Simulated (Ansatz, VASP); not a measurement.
**One calculation of Hf7TaO16, two programs**

```
Ta Hf O
1.0
     0.00000    5.11500    5.11500
     5.11500    0.00000    5.11500
     5.11500    5.11500    0.00000
Ta Hf O
1 7 16
Direct
  0.00000 0.00000 0.00000
  0.00000 0.00000 0.50000
  0.00000 0.50000 0.00000
  0.00000 0.50000 0.50000
  0.50000 0.00000 0.00000
  0.50000 0.00000 0.50000
  0.50000 0.50000 0.00000
  0.50000 0.50000 0.50000
  0.12404 0.12404 0.12404
  0.12404 0.12404 0.62788
  0.12404 0.62788 0.12404
  0.12384 0.62539 0.62539
  0.62788 0.12404 0.12404
  0.62539 0.12384 0.62539
  0.62539 0.62539 0.12384
  0.62539 0.62539 0.62539
  0.37461 0.37461 0.37461
  0.37461 0.37461 0.87616
  0.37461 0.87616 0.37461
  0.37212 0.87596 0.87596
  0.87616 0.37461 0.37461
  0.87596 0.37212 0.87596
  0.87596 0.87596 0.37212
  0.87596 0.87596 0.87596
```

Alike in both runs: task electric field gradients; functional r2SCAN; k mesh 3 × 3 × 3; occupations fermi-dirac, width 0.01 eV; collinear spin.

```csv
,VASP,Ansatz
version,VASP 6.6.1,Ansatz 0.2.0
potentials or method,"VASP PAW PBE potentials, release 64 (Ta_pv, Hf_pv, O)","plane-wave PAW, scalar-relativistic"
plane-wave cutoff (eV),520,500
valence electrons in the cell,177,291
```

```csv
,VASP,Ansatz,Ansatz less VASP
pressure (GPa),-12.8,-9.8,+3.04
rms of the force components (eV/Å),0.058,0.014,-0.0443
net moment per atom (μB),0.04,0.04,0.000
size of the moment on the site where the two differ most (μB),0.77,0.50,-0.264
size of Vzz on the site where it differs most (V/Å²),8.3,10.9,+2.57
```

VASP's potentials were made for PBE, not for r2SCAN. Site moments also hang on the region over which each program counts them. Atom by atom the forces differ by 0.050 eV/Å (rms over components). VASP's potentials hold 177 valence electrons a cell and Ansatz's 291, so a difference there can come from the potentials and not from the codes. Ansatz's warnings: look outside group, minimisation memory short, stability check not made.

Spin-orbit coupling is off throughout.
